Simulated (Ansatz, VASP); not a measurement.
Ta: VASP beside Ansatz

File INCAR:

```
SYSTEM = Ta
PREC     = Accurate       ! precision mode
ENCUT    = 500            ! plane-wave cutoff, eV
EDIFF    = 1E-6           ! SCF threshold, eV
ISMEAR   = 0              ! smearing method
SIGMA    = 0.2            ! smearing width, eV
LREAL    = .False.        ! projectors in reciprocal space
LASPH    = .True.         ! aspherical terms in the spheres
NELM     = 120            ! most SCF steps
ALGO     = Normal         ! electronic algorithm
ISIF     = 2              ! what is computed and relaxed
LWAVE    = .False.        ! write WAVECAR
LCHARG   = .True.         ! write CHGCAR
LELF     = .True.         ! ELF
LVHAR    = .True.       
NBANDS   = 12             ! bands
GGA_COMPAT= .False.
```

KPOINTS

```
regular mesh
0
Gamma
  22 22 22
  0 0 0
```

POSCAR

```
Ta
1.0
   -1.4711972949      1.4711972949      2.0802729750
    1.4711972949     -1.4711972949      2.0802729750
    1.4711972949      1.4711972949     -2.0802729750
Ta
1
Direct
    0.0000000000      0.0000000000      0.0000000000
```

Input for Ansatz:

```yaml
crystal:
  lattice:
    - [-1.4711972949, 1.4711972949, 2.080272975]
    - [1.4711972949, -1.4711972949, 2.080272975]
    - [1.4711972949, 1.4711972949, -2.080272975]
  atoms:
    - { symbol: Ta, position: [0.0, 0.0, 0.0] }
basis:
  ecutwfc: 420
kpoints:
  mp_grid: { grid: [22, 22, 22] }
hamiltonian:
  xc: lda
scf:
  occupations: { method: gaussian, width: 0.2 }
output:
  forces: true
  stress: true
  eigenvalues: true
```

Alike in both runs: task single point; functional LDA; k mesh 22 × 22 × 22; occupations gaussian, width 0.2 eV; no spin polarisation.

```csv
,VASP,Ansatz
version,VASP 6.6.1,Ansatz 0.2.0
potentials or method,"VASP PAW LDA potentials, release 64 (Ta_pv), cutoff 500 eV","scalar-relativistic, plane waves, PAW"
valence electrons in the cell,11,13
```

|  | VASP | Ansatz | Ansatz less VASP |
| --- | --- | --- | --- |
| gap on the k mesh at the Fermi level (eV) | none | none | - |
| pressure (GPa) | -2.2 | -2.9 | -0.71 |

LDA's correlation is that of Perdew and Zunger in VASP and of Perdew and Wang (1992) in Ansatz. A gap of «none» marks a metal or a gap that the smearing closes. VASP's potentials hold 11 valence electrons a cell and Ansatz's 13, so a difference there can come from the potentials and not from the codes.

Neither program's run includes spin-orbit coupling.
